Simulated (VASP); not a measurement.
# W (Fmmm) in VASP: further runs

W is run at these levels: PBEsol; tasks: single point.

Program: VASP 6.6.1. These are calculated values, not measurements. Logs are shortened: lines on timing, memory, paths and dates and some standing lists are left out, and cuts for length are marked.

**1. The cell of the first run**

It takes space group Fmmm (No. 69, orthorhombic). The conventional cell has a = 3.195 Å, b = 4.179 Å, c = 4.857 Å, α = 90.00°, β = 90.00°, γ = 90.00°. Within 3.5 Å of W (site symmetry mmm) lie 14 W at 2.63 to 3.20 Å.

**2. Single point, PBEsol (strain -0.1500 x Voigt [0, 0, 0, 1, 0, 0])**

INCAR

```
SYSTEM = W
ALGO = Fast ; EDIFF = 1E-7
ENCUT = 520 ; GGA = PS
ISIF = 2 ; ISMEAR = 0
LASPH = .TRUE. ; LCHARG = .TRUE.
LELF = .TRUE. ; LREAL = .FALSE.
LVHAR = .TRUE. ; LWAVE = .FALSE.
NBANDS = 13 ; NELM = 80
PREC = Accurate ; SIGMA = 0.15
```

KPOINTS

```
k-points
0
G
  20 20 20
  0 0 0
```

POSCAR

```
W
1.0
   -1.5973000000      1.4775025000      1.4775025000
    1.5973000000     -1.7170975000      1.7170975000
    1.5973000000      1.7170975000     -1.7170975000
W
1
Direct
    0.0000000000      0.0000000000      0.0000000000
```

Potentials or basis: VASP PAW PBE potentials, release 64 (W_sv).

Started as:

```sh
cat potpaw_PBE.64/W_sv/POTCAR > POTCAR
mpirun -np 1 vasp_std > vasp.out
```

OUTCAR:

```text
SYSTEM = W
   EDIFF = 1E-7
   ENCUT = 520
   GGA = PS
   ISIF = 2
   ISMEAR = 0
   LASPH = .TRUE.
   LREAL = .FALSE.
   NELM = 80
   PREC = Accurate

 ion  position               nearest neighbor table
   1  0.000  0.000  0.000-

  LATTYP: Found a face centered orthorhombic cell.
 ALAT       =     3.1946000000
 B/A-ratio  =     1.3081475452
 C/A-ratio  =     1.5202795796

  Lattice vectors:

 A1 = (   0.0000000000,  -0.2395950000,   3.1946000000)
 A2 = (   1.5973000000,  -1.7170975000,   1.7170975000)
 A3 = (   1.5973000000,   1.4775025000,   1.4775025000)

Analysis of symmetry for initial positions (statically):
=====================================================================
 Subroutine PRICEL returns:
 Original cell was already a primitive cell.

 Routine SETGRP: Setting up the symmetry group for a
 face centered orthorhombic supercell.

 Subroutine GETGRP returns: Found  8 space group operations
 (whereof  8 operations were pure point group operations)
 out of a pool of  8 trial point group operations.

The static configuration has the point symmetry D_2h.

Analysis of symmetry for dynamics (positions and initial velocities):
=====================================================================
 Subroutine PRICEL returns:
 Original cell was already a primitive cell.

 Routine SETGRP: Setting up the symmetry group for a
 face centered orthorhombic supercell.

 Subroutine GETGRP returns: Found  8 space group operations
 (whereof  8 operations were pure point group operations)
 out of a pool of  8 trial point group operations.

The dynamic configuration has the point symmetry D_2h.

 Subroutine INISYM returns: Found  8 space group operations
 (whereof  8 operations are pure point group operations),
 and found     1 'primitive' translations

----------------------------------------------------------------------------------------

                                     Primitive cell

  volume of cell :      16.2095

  direct lattice vectors                    reciprocal lattice vectors
    -1.597300000  1.477502500  1.477502500     0.000000000  0.338408903  0.338408903
     1.597300000 -1.717097500  1.717097500     0.313028235  0.023609923  0.314798979
     1.597300000  1.717097500 -1.717097500     0.313028235  0.314798979  0.023609923

  length of vectors
     2.630094022  2.906581315  2.906581315     0.478582460  0.444570019  0.444570019

  position of ions in fractional coordinates (direct lattice)
     0.000000000  0.000000000  0.000000000

  ion indices of the primitive-cell ions
   primitive index   ion index
                 1           1

----------------------------------------------------------------------------------------

 KPOINTS: k-points

Automatic generation of k-mesh.
 Grid dimensions read from file:
 generate k-points for:   20   20   20

 Generating k-lattice:

  Cartesian coordinates                     Fractional coordinates (reciprocal lattice)
     0.000000000  0.016920445  0.016920445     0.050000000  0.000000000  0.000000000
     0.015651412  0.001180496  0.015739949     0.000000000  0.050000000 -0.000000000
     0.015651412  0.015739949  0.001180496     0.000000000 -0.000000000  0.050000000

  Length of vectors
     0.023929123  0.022228501  0.022228501

  Shift w.r.t. Gamma in fractional coordinates (k-lattice)
     0.000000000  0.000000000  0.000000000

 Subroutine IBZKPT returns following result:
 ===========================================

 Found   1166 irreducible k-points:

 Following reciprocal coordinates:
            Coordinates               Weight
  0.000000  0.000000  0.000000      1.000000
  0.050000  0.000000  0.000000      2.000000
  0.100000  0.000000  0.000000      2.000000
  0.150000  0.000000  0.000000      2.000000
  0.200000  0.000000  0.000000      2.000000
  0.250000  0.000000  0.000000      2.000000
[... 16 lines left out ...]
  0.050000  0.100000  0.000000      8.000000
  0.100000  0.100000  0.000000      8.000000
 [... further k-points ...]
   k-points           NKPTS =   1166   k-points in BZ     NKDIM =   1166   number of bands    NBANDS=     13
   number of dos      NEDOS =    301   number of ions     NIONS =      1
   total plane-waves  NPLWV =  11520
   dimension x,y,z NGX =    20 NGY =   24 NGZ =   24
   dimension x,y,z NGXF=    40 NGYF=   48 NGZF=   48
   ions per type =               1
   NGX,Y,Z   is equivalent  to a cutoff of  12.64, 13.73, 13.73 a.u.
   NGXF,Y,Z  is equivalent  to a cutoff of  25.28, 27.45, 27.45 a.u.
 SYSTEM =  W
   PREC   = accura    normal or accurate (medium, high low for compatibility)
   ISTART =      0    job   : 0-new  1-cont  2-samecut
   ICHARG =      2    charge: 1-file 2-atom 10-const
   ISPIN  =      1    spin polarized calculation?
   LNONCOLLINEAR =      F non collinear calculations
   LSORBIT =      F    spin-orbit coupling
   LASPH  =      T    aspherical Exc in radial PAW
   ENCUT  =  520.0 eV  38.22 Ry    6.18 a.u.   4.89  5.40  5.40*2*pi/ulx,y,z
   NELM   =     80;   NELMIN=  2; NELMDL= -5     # of ELM steps
   EDIFF  = 0.1E-06   stopping-criterion for ELM
   LREAL  =      F    real-space projection
   EDIFFG = 0.1E-05   stopping-criterion for IOM
   NSW    =      0    number of steps for IOM
   IBRION =     -1    ionic relax: 0-MD 1-quasi-New 2-CG
   NFREE  =      0    steps in history (QN), initial steepest desc. (CG)
   ISIF   =      2    stress and relaxation
   ISYM   =      2    0-nonsym 1-usesym 2-fastsym
   POTIM  = 0.5000    time-step for ionic-motion
   TEBEG  =    0.0;   TEEND  =   0.0 temperature during run
   PSTRESS=    0.0 pullay stress
   NELECT =      14.0000    total number of electrons
   NUPDOWN=      -1.0000    fix difference up-down
   EMIN   =  10.00;   EMAX   =-10.00  energy-range for DOS
   EFERMI =   0.00;   METHOD = LEGACY
   ISMEAR =     0;   SIGMA  =   0.15  broadening in eV -4-tet -1-fermi 0-gaus
   EFERMI_NEDOS =   21; number of points for ismear=-14 and -15
   IALGO  =     68    algorithm
   IMIX   =      4    mixing-type and parameters
     AMIX     =   0.40;   BMIX     =  1.00
     AMIX_MAG =   1.60;   BMIX_MAG =  1.00
  volume/ion in A,a.u.               =      16.21       109.39
  Fermi-wavevector in a.u.,A,eV,Ry     =   1.559053  2.946183 33.070962  2.430647
  Thomas-Fermi vector in A             =   2.662468
   LORBIT       =      0    0 simple, 1 ext, 2 COOP (PROOUT), +10 PAW based schemes
   GGA     = PS    functional components
   LHFCALC =     F    Hartree Fock is set to
   AEXX    =    0.0000 exact exchange contribution
   IVDW    =     0    specifies the selected vdW correction
   LEPSILON=     F    determine dielectric tensor
   LRPA    =     F    only Hartree local field effects (RPA)
 non-spin polarized calculation
 RMM-DIIS sequential band-by-band and
 Gauss-broadening in eV      SIGMA  =   0.15
  energy-cutoff  :      520.00
  volume of cell :       16.21
 maximum number of plane-waves:       453
   NGX =  9   NGY = 11   NGZ = 11

 number of electron      14.0000001 magnetization

 Free energy of the ion-electron system (eV)
  ---------------------------------------------------
  ext. energy  EPLUGINS =         0.00000000
  ---------------------------------------------------
  free energy    TOTEN  =       -13.63513919 eV

  energy without entropy =      -13.62966672  energy(sigma->0) =      -13.63240295

 E-fermi :  11.0158     XC(G=0): -13.6186

 val. band max:       11.0157201941   @ k =   0.2000  -0.1500   0.1500
 cond. band min:      11.0167803371   @ k =   0.2500  -0.1500   0.0500
 fundamental gap:      0.0010601429
 Fermi energy:        11.0157518395

 k-point     1 :       0.0000    0.0000    0.0000
  band No.  band energies     occupation
      1     -63.2271      2.00000
      2     -27.0315      2.00000
      3     -26.7474      2.00000
      4     -26.5750      2.00000
      5       1.4513      2.00000
      6       8.4623      2.00000
      7       9.1734      2.00000
      8      11.0356      0.85119
      9      13.2637      0.00000
     10      13.9195      0.00000
     11      24.1322      0.00000
     12      25.5907      0.00000
     13      26.9264      0.00000

 k-point     2 :       0.0500    0.0000    0.0000
  band No.  band energies     occupation
      1     -63.2221      2.00000
      2     -27.0294      2.00000
      3     -26.7659      2.00000
      4     -26.6186      2.00000
      5       1.5926      2.00000
      6       8.6084      2.00000
      7       9.2410      2.00000
      8      10.9214      1.62635
      9      13.2070      0.00000
     10      13.6354      0.00000
     11      24.3425      0.00000
     12      25.8464      0.00000
     13      27.3198      0.00000

 k-point     3 :       0.1000    0.0000    0.0000
  band No.  band energies     occupation
      1     -63.2074      2.00000
      2     -27.0234      2.00000
      3     -26.8193      2.00000
      4     -26.7438      2.00000
      5       2.0028      2.00000
      6       9.0428      2.00000
      7       9.4360      2.00000
      8      10.6063      1.99989
      9      12.9144      0.00000
     10      13.0591      0.00000
     11      24.9192      0.00000
     12      26.5833      0.00000
     13      28.3229      0.00000
[... 305 lines left out ...]
 k-point    23 :       0.0500    0.1000    0.0000
  band No.  band energies     occupation
      1     -63.2000      2.00000
      2     -27.0635      2.00000
      3     -26.9467      2.00000
      4     -26.6786      2.00000
      5       2.3076      2.00000
      6       8.7564      2.00000
      7       9.6668      2.00000
      8      10.5923      1.99993
      9      12.7662      0.00000
     10      13.3191      0.00000
     11      25.1733      0.00000
     12      27.1626      0.00000
     13      28.4338      0.00000

 k-point    24 :       0.1000    0.1000    0.0000
  band No.  band energies     occupation
      1     -63.1783      2.00000
      2     -27.1386      2.00000
      3     -27.0292      2.00000
      4     -26.7693      2.00000
      5       2.9170      2.00000
      6       9.0187      2.00000
      7       9.8017      2.00000
      8      10.6537      1.99936
      9      12.1052      0.00000
     10      13.1709      0.00000
     11      25.8383      0.00000
     12      27.8086      0.00000
     13      29.2817      0.00000

 [... further k-points ...]

------------------------ aborting loop because EDIFF is reached ----------------------------------------

  FORCE on cell =-STRESS in cart. coord.  units (eV):
  Direction    XX          YY          ZZ          XY          YZ          ZX
  --------------------------------------------------------------------------------------
  -------------------------------------------------------------------------------------
  Total       -0.3914893     -0.5927751     -0.5927751      0.0000000      2.1652337      0.0000000
  in kB      -38.6955305    -58.5909968    -58.5909968      0.0000000    214.0157325      0.0000000
  external PRESSURE =     -51.9591747 kB  Pullay stress =       0.0000000 kB

 VOLUME and BASIS-vectors are now :
 -----------------------------------------------------------------------------
  energy-cutoff  :      520.00
  volume of cell :       16.21
      direct lattice vectors                 reciprocal lattice vectors
    -1.597300000  1.477502500  1.477502500     0.000000000  0.338408903  0.338408903
     1.597300000 -1.717097500  1.717097500     0.313028235  0.023609923  0.314798979
     1.597300000  1.717097500 -1.717097500     0.313028235  0.314798979  0.023609923

 POSITION                                       TOTAL-FORCE (eV/Angst)
 -----------------------------------------------------------------------------------
      0.00000      0.00000      0.00000        -0.000000      0.000000     -0.000000
 -----------------------------------------------------------------------------------
    total drift:                               -0.000000      0.000000      0.000000

  FREE ENERGIE OF THE ION-ELECTRON SYSTEM (eV)
  ---------------------------------------------------
  free  energy   TOTEN  =       -13.6351391859 eV

  energy  without entropy=      -13.6296667228  energy(sigma->0) =      -13.63240295
```

It took 1.8 min on 1 thread of Intel Xeon 6975P-C (Granite Rapids), shared host; peak memory 0.33 GiB.

What came out:

```yaml
Free_energy: -13.6351 eV
Pressure: -5.2 GPa
Band_gap_on_the_k_mesh: zero (bands 7 and 8 overlap by 4.40 eV)
```

Levels at points of the mesh, in eV from the Fermi level:
```csv
k point,band 5,band 6,band 7,band 8,band 9,band 10
"(0.00, 0.00, 0.00)",-9.56,-2.55,-1.84,0.02,2.25,2.90
"(0.50, 0.00, 0.00)",-6.17,-3.25,1.30,1.67,1.91,7.14
"(0.00, 0.50, 0.00)",-6.16,-3.66,0.61,2.17,2.92,5.41
"(0.00, 0.50, 0.50)",-6.42,-4.03,-0.54,3.21,3.99,5.09
"(0.50, 0.50, 0.50)",-5.89,-5.61,3.36,4.58,6.68,7.42
```

Caveat: the cell differs from its parent crystal (strain -0.1500 x Voigt [0, 0, 0, 1, 0, 0]); the cell stands under tension; the PAW data sets were made with another functional, which shifts forces and pressure a little; spin-orbit coupling is left out, which moves the levels of the heavy elements.

**3. Single point, PBEsol (strain +0.1312 x Voigt [0, 0, 0, 1, 0, 0])**

INCAR

```
SYSTEM = W
PREC = Accurate
ENCUT = 520
EDIFF = 1E-6
ISMEAR = 0
SIGMA = 0.15
LREAL = .False.
LASPH = .True.
NELM = 60
ALGO = Fast
ISIF = 2
LWAVE = .False.
LCHARG = .False.
GGA = PS
NBANDS = 13
```

KPOINTS

```
Automatic mesh
0
Gamma
  20 20 20
  0 0 0
```

POSCAR

```
W
1.0
   -1.5973000000      1.7020828800      1.7020828800
    1.5973000000     -1.4925171200      1.4925171200
    1.5973000000      1.4925171200     -1.4925171200
W
1
Direct
    0.0000000000      0.0000000000      0.0000000000
```

Potentials or basis: VASP PAW PBE potentials, release 64 (W_sv).

Started as:

```sh
cat potpaw_PBE.64/W_sv/POTCAR > POTCAR
mpirun -np 1 vasp_std > vasp.out
```

Run time: 57 s. Hardware: 1 thread of Intel Xeon 6975P-C (Granite Rapids), shared host; peak memory 0.33 GiB.

The run converged. Its results:

```yaml
Free_energy: -13.6725 eV
Pressure: -6.5 GPa
Band_gap_on_the_k_mesh: zero (bands 7 and 8 overlap by 4.55 eV)
```

Stress tensor (GPa, compression positive):
```
 -5.52   0.00   0.00
  0.00  -7.04 -18.59
  0.00 -18.59  -7.04
```

Levels at points of the mesh, in eV from the Fermi level:
```csv
k point,band 4,band 5,band 6,band 7,band 8,band 9,band 10,band 11
"(0.00, 0.00, 0.00)",-37.61,-9.55,-2.37,-1.71,-0.13,2.23,2.75,13.29
"(0.50, 0.00, 0.00)",-37.65,-6.37,-3.93,-0.41,3.05,3.89,5.17,8.94
"(0.00, 0.50, 0.00)",-37.71,-6.15,-3.61,0.61,2.15,2.93,5.52,11.05
"(0.00, 0.50, 0.50)",-37.94,-6.14,-3.26,1.37,1.74,1.85,6.96,10.52
"(0.50, 0.50, 0.50)",-38.45,-5.83,-5.62,3.56,4.66,6.46,7.47,8.00
```

Caveat: the cell differs from its parent crystal (strain +0.1312 x Voigt [0, 0, 0, 1, 0, 0]); the cell stands under tension; the PAW data sets were made with another functional, which shifts forces and pressure a little; spin-orbit coupling is left out, which moves the levels of the heavy elements.

**4. Single point, PBEsol (strain +0.1125 x Voigt [0, 0, 0, 1, 0, 0])**

INCAR

```
SYSTEM = W
PREC = Accurate ; ENCUT = 520
EDIFF = 1E-6 ; ISMEAR = 0
SIGMA = 0.15 ; LREAL = .False.
LASPH = .True. ; NELM = 60
ALGO = Fast ; ISIF = 2
LWAVE = .False. ; LCHARG = .False.
GGA = PS ; NBANDS = 13
```

KPOINTS

```
regular mesh
0
Gamma
  20 20 20
  0 0 0
```

POSCAR

```
W
1.0
   -1.5973000000      1.6871481250      1.6871481250
    1.5973000000     -1.5074518750      1.5074518750
    1.5973000000      1.5074518750     -1.5074518750
W
1
Direct
    0.0000000000      0.0000000000      0.0000000000
```

Started as:

```sh
cat potpaw_PBE.64/W_sv/POTCAR > POTCAR
mpirun -np 1 vasp_std > vasp.out
```

Wall time 53 s (1 thread of Intel Xeon 6975P-C (Granite Rapids), shared host); peak memory 0.33 GiB.

The run converged. Its results:

```yaml
Free_energy: -13.7044 eV
Pressure: -7.8 GPa
Band_gap_on_the_k_mesh: zero (bands 7 and 8 overlap by 4.78 eV)
```

Stress tensor (GPa, compression positive):
```
 -7.01   0.00   0.00
  0.00  -8.15 -15.80
  0.00 -15.80  -8.15
```

Levels at points of the mesh, in eV from the Fermi level:
| k point | band 5 | band 6 | band 7 | band 8 | band 9 | band 10 |
| --- | --- | --- | --- | --- | --- | --- |
| (0.00, 0.00, 0.00) | -9.54 | -2.20 | -1.59 | -0.27 | 2.21 | 2.60 |
| (0.50, 0.00, 0.00) | -6.32 | -3.85 | -0.28 | 2.88 | 3.78 | 5.26 |
| (0.00, 0.50, 0.00) | -6.14 | -3.57 | 0.60 | 2.13 | 2.94 | 5.61 |
| (0.00, 0.50, 0.50) | -6.12 | -3.27 | 1.44 | 1.56 | 2.02 | 6.79 |
| (0.50, 0.50, 0.50) | -5.78 | -5.62 | 3.76 | 4.74 | 6.24 | 7.53 |

Caveat: the cell differs from its parent crystal (strain +0.1125 x Voigt [0, 0, 0, 1, 0, 0]); the cell stands under tension; the PAW data sets were made with another functional, which shifts forces and pressure a little; spin-orbit coupling is left out, which moves the levels of the heavy elements.

**5. Overview**

```tsv
cell	further INCAR settings	gap on the mesh (eV)	pressure (GPa)
a = 2.630, b = 2.907, c = 2.907 Å, angles 113.3, 109.5, 109.5°, 1 atom	ALGO = Fast; EDIFF = 1e-07; NBANDS = 13	none	-5.2
a = 2.889, b = 2.647, c = 2.647 Å, angles 105.8, 109.5, 109.5°, 1 atom	ALGO = Fast; EDIFF = 1e-06; NBANDS = 13	none	-6.5
a = 2.871, b = 2.664, c = 2.664 Å, angles 106.3, 109.5, 109.5°, 1 atom	ALGO = Fast; EDIFF = 1e-06; NBANDS = 13	none	-7.8
```

Alike in all rows: task single point; level PBEsol; potentials or basis VASP PAW PBE potentials, release 64 (W_sv); no spin polarisation; k mesh 20 × 20 × 20; cutoff (eV) 520; smearing gaussian 0.15 eV.

Caveats: the cell stands under tension; the PAW data sets were made with another functional, which shifts forces and pressure a little; spin-orbit coupling is left out, which moves the levels of the heavy elements.

Absolute energies hang on the potentials; compare differences alone.
